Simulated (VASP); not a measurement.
# NiO (R-3m) in VASP: single point with PBE

Aim: the single point of NiO with PBE.

All numbers are computed with VASP 6.6.1; they aren't measurements. Logs are shortened: lines on timing, memory, paths and dates and some standing lists are left out, and cuts for length are marked.

**1. The cell of the first run**

The structure is trigonal, space group R-3m (No. 166). Conventional cell: a = 2.970 Å, b = 2.970 Å, c = 7.234 Å, α = 90.00°, β = 90.00°, γ = 120.00°. Within 2.8 Å of Ni (site symmetry -3m) lie 6 O at 2.10 Å. O (site symmetry -3m) has 6 Ni at 2.10 Å within 2.8 Å.

**2. Single point, PBE, collinear spin, antiferromagnetic start**

INCAR

```
SYSTEM = NiO
  ALGO = Normal
  EDIFF = 1E-6
  ENCUT = 520
  GGA = PE
  ISIF = 2
  ISMEAR = 0
  ISPIN = 2
  LASPH = .TRUE.
  LCHARG = .FALSE.
  LMAXMIX = 4
  LORBIT = 11
  LREAL = .FALSE.
  LWAVE = .FALSE.
  MAGMOM = 1.51 -1.51 0 0
  NBANDS = 28
  NELM = 150
  PREC = Accurate
  SIGMA = 0.05
```

KPOINTS

```
k-points
0
G
  14 14 14
  0 0 0
```

POSCAR

```
NiO
1.0
    0.0000000000      2.1000444627      2.1000444627
    2.1000444627      0.0000000000      2.1000444627
    4.1844595844      2.0844151217     -2.0844151217
Ni O
2 2
Direct
    0.0000000000      0.0000000000      0.0000000000
    0.5000000000      0.0000000000      0.5000000000
    0.7500000025      0.4999999949      0.2500000076
    1.2499999975      0.5000000051      0.7499999924
```

Potentials or basis: VASP PAW PBE potentials, release 64 (Ni, O).

Command:

```bash
cat potpaw_PBE.64/Ni/POTCAR potpaw_PBE.64/O/POTCAR > POTCAR
mpirun -np 1 vasp_std > vasp.out
```

OUTCAR:

```text
SYSTEM = NiO
   EDIFF = 1E-6
   ENCUT = 520
   GGA = PE
   ISIF = 2
   ISMEAR = 0
   ISPIN = 2
   LASPH = .TRUE.
   LORBIT = 11
   LREAL = .FALSE.
   NELM = 150
   PREC = Accurate

 ion  position               nearest neighbor table
   1  0.000  0.000  0.000-   3 2.10   3 2.10   4 2.10   4 2.10   3 2.10   4 2.10   2 2.96   2 2.96
                             2 2.96   2 2.96   2 2.96   2 2.96
   2  0.500  0.000  0.500-   3 2.10   4 2.10   4 2.10   3 2.10   4 2.10   3 2.10   1 2.96   1 2.96
                             1 2.96   1 2.96   1 2.96   1 2.96
   3  0.750  0.500  0.250-   2 2.10   2 2.10   2 2.10   1 2.10   1 2.10   1 2.10
   4  0.250  0.500  0.750-   2 2.10   2 2.10   2 2.10   1 2.10   1 2.10   1 2.10

  LATTYP: Found a trigonal (rhomboedric) cell.
 ALAT       =     5.1185227178
 COS(alpha) =     0.8316676024

  Lattice vectors:

 A1 = (   4.1844595844,   2.0844151217,  -2.0844151217)
 A2 = (   2.0844151217,   2.0844151217,  -4.1844595844)
 A3 = (   2.0844151217,   4.1844595844,  -2.0844151217)

Analysis of symmetry for initial positions (statically):
=====================================================================
 Subroutine PRICEL returns following result:

  LATTYP: Found a trigonal (rhomboedric) cell.
 ALAT       =     2.9588700674
 COS(alpha) =     0.4962614465

  Lattice vectors:

 A1 = (  -2.0922297922,   0.0078146705,   2.0922297922)
 A2 = (  -2.0922297922,  -2.0922297922,  -0.0078146705)
 A3 = (   0.0078146705,  -2.0922297922,   2.0922297922)

   2 primitive cells build up your supercell.

 Routine SETGRP: Setting up the symmetry group for a
 trigonal (rhombohedral) supercell.

 Subroutine GETGRP returns: Found 12 space group operations
 (whereof 12 operations were pure point group operations)
 out of a pool of 12 trial point group operations.

The static configuration has the point symmetry D_3d.

Analysis of symmetry for dynamics (positions and initial velocities):
=====================================================================
 Subroutine PRICEL returns following result:

  LATTYP: Found a trigonal (rhomboedric) cell.
 ALAT       =     2.9588700674
 COS(alpha) =     0.4962614465

  Lattice vectors:

 A1 = (  -2.0922297922,   0.0078146705,   2.0922297922)
 A2 = (  -2.0922297922,  -2.0922297922,  -0.0078146705)
 A3 = (   0.0078146705,  -2.0922297922,   2.0922297922)

   2 primitive cells build up your supercell.

 Routine SETGRP: Setting up the symmetry group for a
 trigonal (rhombohedral) supercell.

 Subroutine GETGRP returns: Found 12 space group operations
 (whereof 12 operations were pure point group operations)
 out of a pool of 12 trial point group operations.

The dynamic configuration has the point symmetry D_3d.

Analysis of structural, dynamic, and magnetic symmetry:
=====================================================================
 Subroutine PRICEL returns following result:

  LATTYP: Found a trigonal (rhomboedric) cell.
 ALAT       =     2.9588700674
 COS(alpha) =     0.4962614465

  Lattice vectors:

 A1 = (  -2.0922297922,   0.0078146705,   2.0922297922)
 A2 = (  -2.0922297922,  -2.0922297922,  -0.0078146705)
 A3 = (   0.0078146705,  -2.0922297922,   2.0922297922)

   2 primitive cells build up your supercell.

 Routine SETGRP: Setting up the symmetry group for a
 trigonal (rhombohedral) supercell.

 Subroutine GETGRP returns: Found 12 space group operations
 (whereof 12 operations were pure point group operations)
 out of a pool of 12 trial point group operations.

The overall configuration has the point symmetry D_3d.

 Subroutine INISYM returns: Found 12 space group operations
 (whereof 12 operations are pure point group operations),
 and found     2 'primitive' translations

----------------------------------------------------------------------------------------

                                     Primitive cell

  volume of cell :      18.4198

  direct lattice vectors                    reciprocal lattice vectors
    -2.092229792  0.007814671  2.092229792    -0.238535673  0.237644721  0.238535673
    -2.092229792 -2.092229792 -0.007814671    -0.238535673 -0.238535673 -0.237644721
     0.007814671 -2.092229792  2.092229792     0.237644721 -0.238535673  0.238535673

  length of vectors
     2.958870067  2.958870067  2.958870067     0.412642155  0.412642155  0.412642155

  position of ions in fractional coordinates (direct lattice)
     0.000000000  0.000000000  0.000000000
     0.499999995  0.499999995  0.499999995

  ion indices of the primitive-cell ions
   primitive index   ion index
                 1           1
                 2           3

----------------------------------------------------------------------------------------

 KPOINTS: k-points

Automatic generation of k-mesh.
 Grid dimensions read from file:
 generate k-points for:   14   14   14

 Generating k-lattice:

  Cartesian coordinates                     Fractional coordinates (reciprocal lattice)
    -0.008487311  0.025525574  0.008487311     0.071428571  0.000000000 -0.000000000
     0.016974623 -0.017038262  0.017038262     0.000000000  0.071428571  0.000000000
     0.008550951  0.008550951 -0.008550951     0.000000000  0.000000000  0.071428571

  Length of vectors
     0.028206805  0.029474440  0.014810681

  Shift w.r.t. Gamma in fractional coordinates (k-lattice)
     0.000000000  0.000000000  0.000000000

 Subroutine IBZKPT returns following result:
 ===========================================

 Found    288 irreducible k-points:

 Following reciprocal coordinates:
            Coordinates               Weight
  0.000000  0.000000  0.000000      1.000000
  0.071429  0.000000 -0.000000      6.000000
  0.142857  0.000000 -0.000000      6.000000
  0.214286  0.000000 -0.000000      6.000000
  0.285714  0.000000 -0.000000      6.000000
  0.357143  0.000000 -0.000000      6.000000
[... 16 lines left out ...]
  0.285714  0.142857 -0.000000      6.000000
  0.357143  0.142857 -0.000000     12.000000
 [... further k-points ...]
   k-points           NKPTS =    288   k-points in BZ     NKDIM =    288   number of bands    NBANDS=     28
   number of dos      NEDOS =    301   number of ions     NIONS =      4
   total plane-waves  NPLWV =  23040
   dimension x,y,z NGX =    24 NGY =   24 NGZ =   40
   dimension x,y,z NGXF=    48 NGYF=   48 NGZF=   80
   ions per type =               2   2
   NGX,Y,Z   is equivalent  to a cutoff of  13.43, 13.43, 12.99 a.u.
   NGXF,Y,Z  is equivalent  to a cutoff of  26.87, 26.87, 25.98 a.u.
 SYSTEM =  NiO
   PREC   = accura    normal or accurate (medium, high low for compatibility)
   ISTART =      0    job   : 0-new  1-cont  2-samecut
   ICHARG =      2    charge: 1-file 2-atom 10-const
   ISPIN  =      2    spin polarized calculation?
   LNONCOLLINEAR =      F non collinear calculations
   LSORBIT =      F    spin-orbit coupling
   LASPH  =      T    aspherical Exc in radial PAW
   ENCUT  =  520.0 eV  38.22 Ry    6.18 a.u.   5.52  5.52  9.52*2*pi/ulx,y,z
   NELM   =    150;   NELMIN=  2; NELMDL= -5     # of ELM steps
   EDIFF  = 0.1E-05   stopping-criterion for ELM
   LREAL  =      F    real-space projection
   EDIFFG = 0.1E-04   stopping-criterion for IOM
   NSW    =      0    number of steps for IOM
   IBRION =     -1    ionic relax: 0-MD 1-quasi-New 2-CG
   NFREE  =      0    steps in history (QN), initial steepest desc. (CG)
   ISIF   =      2    stress and relaxation
   ISYM   =      2    0-nonsym 1-usesym 2-fastsym
   POTIM  = 0.5000    time-step for ionic-motion
   TEBEG  =    0.0;   TEEND  =   0.0 temperature during run
   PSTRESS=    0.0 pullay stress
   NELECT =      32.0000    total number of electrons
   NUPDOWN=      -1.0000    fix difference up-down
   EMIN   =  10.00;   EMAX   =-10.00  energy-range for DOS
   EFERMI =   0.00;   METHOD = LEGACY
   ISMEAR =     0;   SIGMA  =   0.05  broadening in eV -4-tet -1-fermi 0-gaus
   EFERMI_NEDOS =   21; number of points for ismear=-14 and -15
   IALGO  =     38    algorithm
   IMIX   =      4    mixing-type and parameters
     AMIX     =   0.40;   BMIX     =  1.00
     AMIX_MAG =   1.60;   BMIX_MAG =  1.00
  volume/ion in A,a.u.               =       9.21        62.15
  Fermi-wavevector in a.u.,A,eV,Ry     =   1.562020  2.951790 33.196952  2.439907
  Thomas-Fermi vector in A             =   2.665000
   LORBIT       =     11    0 simple, 1 ext, 2 COOP (PROOUT), +10 PAW based schemes
   GGA     = PE    functional components
   LHFCALC =     F    Hartree Fock is set to
   AEXX    =    0.0000 exact exchange contribution
   IVDW    =     0    specifies the selected vdW correction
   LEPSILON=     F    determine dielectric tensor
   LRPA    =     F    only Hartree local field effects (RPA)
 spin polarized calculation
 Gauss-broadening in eV      SIGMA  =   0.05
  energy-cutoff  :      520.00
  volume of cell :       36.84
 maximum number of plane-waves:      1021
 NGX is ok and might be reduce to    24
   NGX = 11   NGY = 11   NGZ = 19

 number of electron      32.0000010 magnetization      -0.0000000

 Free energy of the ion-electron system (eV)
  ---------------------------------------------------
  ext. energy  EPLUGINS =         0.00000000
  ---------------------------------------------------
  free energy    TOTEN  =       -23.48733831 eV

  energy without entropy =      -23.48733831  energy(sigma->0) =      -23.48733831

 E-fermi :   7.4959     XC(G=0): -12.6132

 val. band max:        7.1899768176   @ k =   0.0000  -0.2143   0.0714
 cond. band min:       8.1054850993   @ k =   0.2143   0.0000   0.2857
 fundamental gap:      0.9155082817
 Fermi energy:         7.4958900414

 spin component 1

 k-point     1 :       0.0000    0.0000    0.0000
  band No.  band energies     occupation
      1     -12.3701      1.00000
      2     -10.9948      1.00000
      3      -0.2060      1.00000
      4       2.3121      1.00000
      5       2.3122      1.00000
      6       4.9493      1.00000
[... 20 lines left out ...]
     27      26.7923      0.00000
     28      28.9757      0.00000

 k-point     2 :       0.0714    0.0000   -0.0000
  band No.  band energies     occupation
      1     -12.3177      1.00000
      2     -10.9866      1.00000
      3      -0.1162      1.00000
      4       2.2859      1.00000
      5       2.3272      1.00000
      6       4.3165      1.00000
[... 674 lines left out ...]
 k-point    24 :       0.3571    0.1429   -0.0000
  band No.  band energies     occupation
      1     -11.5730      1.00000
      2     -10.8652      1.00000
      3       1.1583      1.00000
      4       1.4590      1.00000
      5       1.8827      1.00000
      6       2.4498      1.00000
[... 20 lines left out ...]
     27      27.9147      0.00000
     28      29.1462      0.00000

 [... further k-points ...]

 spin component 2

 k-point     1 :       0.0000    0.0000    0.0000
  band No.  band energies     occupation
      1     -12.3701      1.00000
      2     -10.9948      1.00000
      3      -0.2060      1.00000
      4       2.3121      1.00000
      5       2.3122      1.00000
      6       4.9493      1.00000
[... 20 lines left out ...]
     27      26.7923      0.00000
     28      28.9757      0.00000

 k-point     2 :       0.0714    0.0000   -0.0000
  band No.  band energies     occupation
      1     -12.3177      1.00000
      2     -10.9866      1.00000
      3      -0.1162      1.00000
      4       2.2859      1.00000
      5       2.3272      1.00000
      6       4.3165      1.00000
[... 674 lines left out ...]
 k-point    24 :       0.3571    0.1429   -0.0000
  band No.  band energies     occupation
      1     -11.5730      1.00000
      2     -10.8652      1.00000
      3       1.1583      1.00000
      4       1.4590      1.00000
      5       1.8827      1.00000
      6       2.4498      1.00000
[... 20 lines left out ...]
     27      27.9147      0.00000
     28      29.1462      0.00000

 [... further k-points ...]
[... 5 lines left out ...]
  --------------------------------------------------------------------------------------
  -------------------------------------------------------------------------------------
  Total       -0.0629374     -0.0629374     -0.0629374     -0.0061578      0.0061578      0.0061578
  in kB       -2.7371903     -2.7371903     -2.7371903     -0.2678063      0.2678063      0.2678063
  external PRESSURE =      -2.7371903 kB  Pullay stress =       0.0000000 kB

 VOLUME and BASIS-vectors are now :
 -----------------------------------------------------------------------------
  energy-cutoff  :      520.00
  volume of cell :       36.84
      direct lattice vectors                 reciprocal lattice vectors
     0.000000000  2.100044463  2.100044463    -0.118822360  0.357358034  0.118822360
     2.100044463  0.000000000  2.100044463     0.237644721 -0.238535673  0.238535673
     4.184459584  2.084415122 -2.084415122     0.119713313  0.119713313 -0.119713313

 POSITION                                       TOTAL-FORCE (eV/Angst)
 -----------------------------------------------------------------------------------
      0.00000      0.00000      0.00000        -0.000000     -0.000000     -0.000000
      2.09223      2.09223      0.00781        -0.000000     -0.000000     -0.000000
      2.09614      2.09614      2.10395         0.000000      0.000000     -0.000000
      4.18837      2.08832      0.01172        -0.000000      0.000000      0.000000
 -----------------------------------------------------------------------------------
    total drift:                                0.000000     -0.000000      0.000000

  FREE ENERGIE OF THE ION-ELECTRON SYSTEM (eV)
  ---------------------------------------------------
  free  energy   TOTEN  =       -23.4873383084 eV

  energy  without entropy=      -23.4873383084  energy(sigma->0) =      -23.48733831

 total charge

# of ion       s       p       d       tot
------------------------------------------
    1        0.326   0.393   8.257   8.976
    2        0.326   0.393   8.257   8.976
    3        1.562   3.405   0.000   4.967
    4        1.562   3.405   0.000   4.967
--------------------------------------------------
tot          3.776   7.596  16.514  27.885

 magnetization (x)

# of ion       s       p       d       tot
------------------------------------------
    1       -0.009  -0.013   1.372   1.350
    2        0.009   0.013  -1.372  -1.350
    3        0.000   0.000   0.000   0.000
    4        0.000   0.000   0.000   0.000
--------------------------------------------------
tot          0.000   0.000   0.000   0.000
```

It took 3.4 min on 1 thread of Intel Xeon 6975P-C (Granite Rapids), shared host; peak memory 0.49 GiB.

What came out:

```
Free energy                                           : -23.4873 eV
Pressure                                              : -0.3 GPa
Band gap on the k mesh                                : 0.92 eV
Net moment                                            : 0.00 μB per cell
Site moments                                          : Ni +1.35, -1.35; O +0.00 μB
Valence electrons inside the program's atomic spheres : Ni 8.98; O 4.97
```

A k mesh can miss the band edges. Expect the measured gap to be larger: semilocal functionals such as PBE lack the derivative discontinuity.
